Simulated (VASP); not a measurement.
# Rb3Ag (Pm-3m) in VASP: a series of runs

The runs below take Rb3Ag through single point, with r2SCAN.

Everything below comes from runs of VASP 6.6.1. Logs are shortened: lines on timing, memory, paths and dates and some standing lists are left out, and cuts for length are marked.

## (1) The cell of the first run

The structure is cubic, space group Pm-3m (No. 221). Conventional cell: a = 6.136 Å, b = 6.136 Å, c = 6.136 Å, α = 90.00°, β = 90.00°, γ = 90.00°. Within 5.7 Å of Rb (site symmetry 4/mmm) lie 8 Rb at 4.34 Å and 4 Ag at 4.34 Å. Ag (site symmetry m-3m) has 12 Rb at 4.34 Å within 5.7 Å.

## (2) Single point, r2SCAN

File POSCAR:

```
Rb3Ag
1.0
    6.1361480000      0.0000000000      0.0000000000
    0.0000000000      6.1361480000      0.0000000000
    0.0000000000      0.0000000000      6.1361480000
Rb Ag
3 1
Direct
    0.0000000000      0.5000000000      0.5000000000
    0.5000000000      0.0000000000      0.5000000000
    0.5000000000      0.5000000000      0.0000000000
    0.0000000000      0.0000000000      0.0000000000
```

File INCAR.step1:

```
PREC = Accurate ; ENCUT = 520
ISMEAR = 0 ; SIGMA = 0.1
LREAL = False ; LASPH = True
NELM = 100 ; NBANDS = 27
GGA = PE ; ALGO = Normal
EDIFF = 1E-4 ; LWAVE = True
LCHARG = False
```

File INCAR.step2:

```
PREC = Accurate ; ENCUT = 520
EDIFF = 1E-6 ; ISMEAR = 0
SIGMA = 0.1 ; LREAL = False
LASPH = True ; NELM = 100
ALGO = Normal ; ISIF = 2
LWAVE = False ; LCHARG = False
METAGGA = R2SCAN ; LMIXTAU = True
NBANDS = 27 ; ISTART = 1
```

File KPOINTS:

```
Automatic mesh
0
Gamma
  4 4 4
```

Potentials or basis: VASP PAW PBE potentials, release 64 (Rb_sv, Ag).

On the command line:

```console
$ cat potpaw_PBE.64/Rb_sv/POTCAR potpaw_PBE.64/Ag/POTCAR > POTCAR
$ cp INCAR.step1 INCAR
$ mpirun -np 1 vasp_std > vasp.out
$ cp INCAR.step2 INCAR
$ mpirun -np 1 vasp_std > vasp.out
```

OUTCAR:

```text
PREC = Accurate
   ENCUT = 520
   EDIFF = 1E-6
   ISMEAR = 0
   LREAL = False
   LASPH = True
   NELM = 100
   ISIF = 2
   METAGGA = R2SCAN
   ISTART = 1

 ion  position               nearest neighbor table
   1  0.000  0.500  0.500-   2 4.34   3 4.34   4 4.34   3 4.34   4 4.34   2 4.34   4 4.34   4 4.34
                             2 4.34   3 4.34   3 4.34   2 4.34
   2  0.500  0.000  0.500-   1 4.34   3 4.34   4 4.34   3 4.34   4 4.34   1 4.34   3 4.34   3 4.34
                             1 4.34   4 4.34   4 4.34   1 4.34
   3  0.500  0.500  0.000-   1 4.34   2 4.34   4 4.34   1 4.34   2 4.34   2 4.34   4 4.34   2 4.34
                             1 4.34   4 4.34   1 4.34   4 4.34
   4  0.000  0.000  0.000-   1 4.34   2 4.34   3 4.34   1 4.34   2 4.34   1 4.34   3 4.34   1 4.34
                             2 4.34   3 4.34   2 4.34   3 4.34

  LATTYP: Found a simple cubic cell.
 ALAT       =     6.1361480000

  Lattice vectors:

 A1 = (   6.1361480000,   0.0000000000,   0.0000000000)
 A2 = (   0.0000000000,   6.1361480000,   0.0000000000)
 A3 = (   0.0000000000,   0.0000000000,   6.1361480000)

Analysis of symmetry for initial positions (statically):
=====================================================================
 Subroutine PRICEL returns:
 Original cell was already a primitive cell.

 Routine SETGRP: Setting up the symmetry group for a
 simple cubic supercell.

 Subroutine GETGRP returns: Found 48 space group operations
 (whereof 48 operations were pure point group operations)
 out of a pool of 48 trial point group operations.

The static configuration has the point symmetry O_h .

Analysis of symmetry for dynamics (positions and initial velocities):
=====================================================================
 Subroutine PRICEL returns:
 Original cell was already a primitive cell.

 Routine SETGRP: Setting up the symmetry group for a
 simple cubic supercell.

 Subroutine GETGRP returns: Found 48 space group operations
 (whereof 48 operations were pure point group operations)
 out of a pool of 48 trial point group operations.

The dynamic configuration has the point symmetry O_h .

 Subroutine INISYM returns: Found 48 space group operations
 (whereof 48 operations are pure point group operations),
 and found     1 'primitive' translations

[... 82 lines left out ...]
   NELM   =    100;   NELMIN=  2; NELMDL=  0     # of ELM steps
   EDIFF  = 0.1E-05   stopping-criterion for ELM
   LREAL  =      F    real-space projection
   EDIFFG = 0.1E-04   stopping-criterion for IOM
   NSW    =      0    number of steps for IOM
   IBRION =     -1    ionic relax: 0-MD 1-quasi-New 2-CG
   NFREE  =      0    steps in history (QN), initial steepest desc. (CG)
   ISIF   =      2    stress and relaxation
   ISYM   =      2    0-nonsym 1-usesym 2-fastsym
   POTIM  = 0.5000    time-step for ionic-motion
   TEBEG  =    0.0;   TEEND  =   0.0 temperature during run
   PSTRESS=    0.0 pullay stress
   NELECT =      38.0000    total number of electrons
   NUPDOWN=      -1.0000    fix difference up-down
   EMIN   =  10.00;   EMAX   =-10.00  energy-range for DOS
   EFERMI =   0.00;   METHOD = LEGACY
   ISMEAR =     0;   SIGMA  =   0.10  broadening in eV -4-tet -1-fermi 0-gaus
   EFERMI_NEDOS =   21; number of points for ismear=-14 and -15
   IALGO  =     38    algorithm
   IMIX   =      4    mixing-type and parameters
     AMIX     =   0.40;   BMIX     =  1.00
     AMIX_MAG =   1.60;   BMIX_MAG =  1.00
  volume/ion in A,a.u.               =      57.76       389.78
  Fermi-wavevector in a.u.,A,eV,Ry     =   0.896961  1.695010 10.946417  0.804539
  Thomas-Fermi vector in A             =   2.019485
   LORBIT       =      0    0 simple, 1 ext, 2 COOP (PROOUT), +10 PAW based schemes
   METAGGA = R2SCAN    functional components
   LHFCALC =     F    Hartree Fock is set to
   AEXX    =    0.0000 exact exchange contribution
   IVDW    =     0    specifies the selected vdW correction
   LEPSILON=     F    determine dielectric tensor
   LRPA    =     F    only Hartree local field effects (RPA)
 non-spin polarized calculation
 Gauss-broadening in eV      SIGMA  =   0.10
  energy-cutoff  :      520.00
  volume of cell :      231.04
 maximum number of plane-waves:      6239
 NGX is ok and might be reduce to    48
   NGX = 23   NGY = 23   NGZ = 23

 number of electron      37.9999994 magnetization

 Free energy of the ion-electron system (eV)
  ---------------------------------------------------
  ext. energy  EPLUGINS =         0.00000000
  ---------------------------------------------------
  free energy    TOTEN  =       -62.39179409 eV

  energy without entropy =      -62.38127742  energy(sigma->0) =      -62.38653576

 E-fermi :   1.2468     XC(G=0):  -6.8348

 val. band max:        0.9901132694   @ k =   0.5000   0.5000   0.0000
 cond. band min:       1.2822543273   @ k =   0.5000   0.5000   0.2500
 fundamental gap:      0.2921410579
 Fermi energy:         1.2467689158

 k-point     1 :       0.0000    0.0000    0.0000
  band No.  band energies     occupation
      1     -28.9515      2.00000
      2     -28.9214      2.00000
      3     -28.9214      2.00000
      4     -12.6237      2.00000
      5     -12.6237      2.00000
      6     -12.6237      2.00000
[... 289 lines left out ...]
     26       5.4037      0.00000
     27       5.4037      0.00000

------------------------ aborting loop because EDIFF is reached ----------------------------------------

  FORCE on cell =-STRESS in cart. coord.  units (eV):
  Direction    XX          YY          ZZ          XY          YZ          ZX
  --------------------------------------------------------------------------------------
  -------------------------------------------------------------------------------------
  Total       -0.2771777     -0.2771777     -0.2771777      0.0000000      0.0000000     -0.0000000
  in kB       -1.9221237     -1.9221237     -1.9221237      0.0000000      0.0000000     -0.0000000
  external PRESSURE =      -1.9221237 kB  Pullay stress =       0.0000000 kB

 VOLUME and BASIS-vectors are now :
 -----------------------------------------------------------------------------
  energy-cutoff  :      520.00
  volume of cell :      231.04
      direct lattice vectors                 reciprocal lattice vectors
     6.136148000  0.000000000  0.000000000     0.162968690  0.000000000  0.000000000
     0.000000000  6.136148000  0.000000000     0.000000000  0.162968690  0.000000000
     0.000000000  0.000000000  6.136148000     0.000000000  0.000000000  0.162968690

 POSITION                                       TOTAL-FORCE (eV/Angst)
 -----------------------------------------------------------------------------------
      0.00000      3.06807      3.06807         0.000000      0.000000      0.000000
      3.06807      0.00000      3.06807         0.000000      0.000000      0.000000
      3.06807      3.06807      0.00000         0.000000      0.000000      0.000000
      0.00000      0.00000      0.00000         0.000000      0.000000      0.000000
 -----------------------------------------------------------------------------------
    total drift:                                0.000000     -0.000000     -0.000000

  FREE ENERGIE OF THE ION-ELECTRON SYSTEM (eV)
  ---------------------------------------------------
  free  energy   TOTEN  =       -62.3917940925 eV

  energy  without entropy=      -62.3812774196  energy(sigma->0) =      -62.38653576
```

OUTCAR.step1:

```text
PREC = Accurate
   ENCUT = 520
   ISMEAR = 0
   LREAL = False
   LASPH = True
[... 515 lines left out ...]
      0.00000      3.06807      3.06807         0.000000      0.000000      0.000000
      3.06807      0.00000      3.06807         0.000000      0.000000      0.000000
      3.06807      3.06807      0.00000         0.000000      0.000000      0.000000
      0.00000      0.00000      0.00000         0.000000      0.000000      0.000000
 -----------------------------------------------------------------------------------
    total drift:                                0.000000     -0.000000     -0.000000

  FREE ENERGIE OF THE ION-ELECTRON SYSTEM (eV)
  ---------------------------------------------------
  free  energy   TOTEN  =        -5.0278305569 eV

  energy  without entropy=       -5.0176946722  energy(sigma->0) =       -5.02276261
```

It took 10 min on 1 thread of Intel Xeon Platinum 8375C at 2.90GHz (Ice Lake), shared host; peak memory 0.38 GiB.

What came out:

```
Free energy            : -62.3918 eV
Pressure               : -0.2 GPa
Band gap on the k mesh : zero (band 19 reaches 2.02 eV, above the bottom of band 20 at 0.99 eV)
```

Levels at points of the mesh, in eV from the Fermi level:
```tsv
k point	band 15	band 16	band 17	band 18	band 19	band 20	band 21	band 22	band 23	band 24
(0.00, 0.00, 0.00)	-4.25	-4.25	-4.25	-3.17	-0.51	1.62	1.62	1.75	1.75	1.75
(0.50, 0.00, 0.00)	-4.24	-4.24	-4.23	-2.42	-1.28	0.79	1.40	1.40	2.48	2.50
(0.50, 0.50, 0.00)	-4.24	-4.24	-4.22	-2.05	-0.26	-0.26	0.09	1.39	2.45	2.64
(0.50, 0.50, 0.50)	-4.26	-4.22	-4.22	-2.03	0.77	0.77	0.77	0.85	0.85	0.85
```

Caveat: the PAW data sets were made with another functional, which shifts forces and pressure a little.

## (3) Single point, r2SCAN

This run uses another cell than the first one, of 55.56 Å³/atom, 0.962 times its volume.

File POSCAR:

```
Rb3Ag
1.0
    6.0572384126      0.0000000000      0.0000000000
    0.0000000000      6.0572384126      0.0000000000
    0.0000000000      0.0000000000      6.0572384126
Rb Ag
3 1
Direct
    0.0000000000      0.5000000000      0.5000000000
    0.5000000000      0.0000000000      0.5000000000
    0.5000000000      0.5000000000      0.0000000000
    0.0000000000      0.0000000000      0.0000000000
```

File INCAR.step1:

```
  PREC = Accurate
  ENCUT = 520
  ISMEAR = 0
  SIGMA = 0.1
  LREAL = F
  LASPH = T
  NELM = 80
  NBANDS = 27
  GGA = PE
  ALGO = Normal
  EDIFF = 1E-4
  LWAVE = T
  LCHARG = F
```

File INCAR.step2:

```
  PREC = Accurate
  ENCUT = 520
  EDIFF = 1E-7
  ISMEAR = 0
  SIGMA = 0.1
  LREAL = F
  LASPH = T
  NELM = 80
  ALGO = Normal
  ISIF = 2
  LWAVE = F
  LCHARG = F
  METAGGA = R2SCAN
  LMIXTAU = T
  NBANDS = 27
  ISTART = 1
```

File KPOINTS:

```
Automatic mesh
0
Gamma
  8 8 8
```

Potentials or basis: VASP PAW PBE potentials, release 64 (Rb_sv, Ag).

On the command line:

```console
$ cat potpaw_PBE.64/Rb_sv/POTCAR potpaw_PBE.64/Ag/POTCAR > POTCAR
$ cp INCAR.step1 INCAR
$ mpirun -np 1 vasp_std > vasp.out
$ cp INCAR.step2 INCAR
$ mpirun -np 1 vasp_std > vasp.out
```

It took 24 min on 1 thread of Intel Xeon Platinum 8375C at 2.90GHz (Ice Lake), shared host; peak memory 0.47 GiB.

Results (log left out):

```
Free energy            : -62.4028 eV
Pressure               : 0.0 GPa
Band gap on the k mesh : zero (band 19 reaches 2.17 eV, above the bottom of band 20 at 1.12 eV)
```

Levels at points of the mesh, in eV from the Fermi level:
```tsv
k point	band 15	band 16	band 17	band 18	band 19	band 20	band 21	band 22	band 23	band 24
(0.00, 0.00, 0.00)	-4.20	-4.20	-4.20	-3.15	-0.43	1.72	1.72	1.89	1.89	1.89
(0.50, 0.00, 0.00)	-4.19	-4.19	-4.19	-2.38	-1.19	0.87	1.50	1.50	2.61	2.73
(0.50, 0.50, 0.00)	-4.19	-4.19	-4.17	-1.99	-0.16	-0.16	0.25	1.46	2.60	2.76
(0.50, 0.50, 0.50)	-4.22	-4.17	-4.17	-2.00	0.89	0.89	0.89	0.97	0.97	0.97
```

Caveat: the PAW data sets were made with another functional, which shifts forces and pressure a little.
